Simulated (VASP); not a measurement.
Set up this calculation in VASP 6.6.1, as the native input.

| Item | Value |
| --- | --- |
| Task | single point |
| Functional | PBE |
| Potentials or basis | VASP PAW PBE potentials, release 64 (W_sv, O) |
| Cutoff | 520 eV |
| k mesh | 8 × 8 × 8 |
| Occupations | gaussian, width 0.15 eV |
| Spin | no spin polarisation |
| Dipole correction | no |
| Further INCAR settings | ALGO = Fast; EDIFF = 1e-06; NBANDS = 58 |

The structure of W3O lies in POSCAR:

```
W3O
1.0
    5.2752631002      0.0000000000      0.0000000000
    0.0000000000      5.2752631002      0.0000000000
    0.0000000000      0.0000000000      4.8845028706
W O
6 2
Direct
    0.5000000000      0.7500000000      0.0000000000
    0.0000000000      0.5000000000      0.7500000000
    0.2500000000      0.0000000000      0.5000000000
    0.5000000000      0.2500000000      0.0000000000
    0.0000000000      0.5000000000      0.2500000000
    0.7500000000      0.0000000000      0.5000000000
    0.5000000000      0.5000000000      0.5000000000
    0.0000000000      0.0000000000      0.0000000000
```

This cell differs from its parent crystal: strain +0.080 along x and y, +0.000 along z.

These files were run (other wordings do the same):

INCAR

```
PREC = Accurate
ENCUT = 520
EDIFF = 1E-6
ISMEAR = 0
SIGMA = 0.15
LREAL = F
LASPH = T
NELM = 100
ALGO = Fast
ISIF = 2
LWAVE = F
LCHARG = T
GGA = PE
LELF = T
LVHAR = T
NBANDS = 58
```

KPOINTS

```
Automatic mesh
0
Gamma
  8 8 8
```

Potentials or basis: VASP PAW PBE potentials, release 64 (W_sv, O).

Command:

```sh
$ cat potpaw_PBE.64/W_sv/POTCAR potpaw_PBE.64/O/POTCAR > POTCAR
$ mpirun -np 1 vasp_std > vasp.out
```

Results of the run:

```yaml
Pressure: -26.2 GPa
Largest_force: 0.600 eV/Å
Band_gap_on_the_k_mesh: zero (bands 48 and 49 overlap by 0.60 eV)
```

Caveat: the cell differs from its parent crystal (strain +0.080 along x and y, +0.000 along z); the stress differs along the axes, from -28 to -23 GPa; spin-orbit coupling is left out, which moves the levels of the heavy elements.

It took 12 min on 1 thread of Oxide Virtual Turin-like Processor, on a shared host, peak memory 0.49 GiB.
